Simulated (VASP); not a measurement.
Write the native input for VASP 6.6.1 that does the following.

```
Task                   : single point
Functional             : PBE
Potentials or basis    : VASP PAW PBE potentials, release 64 (P, F, Ca_sv)
Cutoff                 : 520 eV
k mesh                 : 8 × 8 × 8
Occupations            : methfessel-paxton, width 0.0516 eV
Spin                   : no spin polarisation
Dipole correction      : no
Further INCAR settings : ALGO = Normal; EDIFF = 1e-06; NBANDS = 24
```

The structure of Ca2PF lies in POSCAR:

```
Ca2PF
1.0
    1.9247540000      3.3337680000      0.0000000000
   -1.9247540000      3.3337680000      0.0000000000
   -1.9247540000      1.1112530000      6.5048540000
P F Ca
1 1 2
Direct
    0.5000000000      0.0000000000      0.5000000000
    0.0000000000      0.0000000000      0.0000000000
    0.2313000000      0.5374000000      0.6939000000
    0.7687000000      0.4626000000      0.3061000000
```

These files were run (other wordings do the same):

INCAR

```
SYSTEM = Ca2PF
PREC = Accurate
ENCUT = 520
EDIFF = 1E-6
ISMEAR = 1
SIGMA = 0.0516
LREAL = .FALSE.
LASPH = .TRUE.
NELM = 100
ALGO = Normal
ISIF = 2
LWAVE = .FALSE.
LCHARG = .TRUE.
GGA = PE
LELF = .TRUE.
LVHAR = .TRUE.
NBANDS = 24
```

KPOINTS

```
Automatic mesh
0
G
  8 8 8
  0 0 0
```

Potentials or basis: VASP PAW PBE potentials, release 64 (P, F, Ca_sv).

The run is started by

```console
$ cat potpaw_PBE.64/P/POTCAR potpaw_PBE.64/F/POTCAR potpaw_PBE.64/Ca_sv/POTCAR > POTCAR
$ mpirun -np 1 vasp_std > vasp.out
```

It gave:

```json
{"Pressure": "13.8 GPa", "Largest force": "3.860 eV/Å", "Band gap on the k mesh": "2.08 eV (least direct gap 2.11 eV)"}
```

Caveat: the cell stands under pressure; forces of over 1 eV/Å act on the atoms, so gaps and moduli don't describe the material at rest.

It took 2.4 min on 1 thread of Intel(R) Xeon(R) Platinum 8259CL CPU @ 2.50GHz (Skylake/Cascade Lake), on a shared host, peak memory 0.29 GiB.
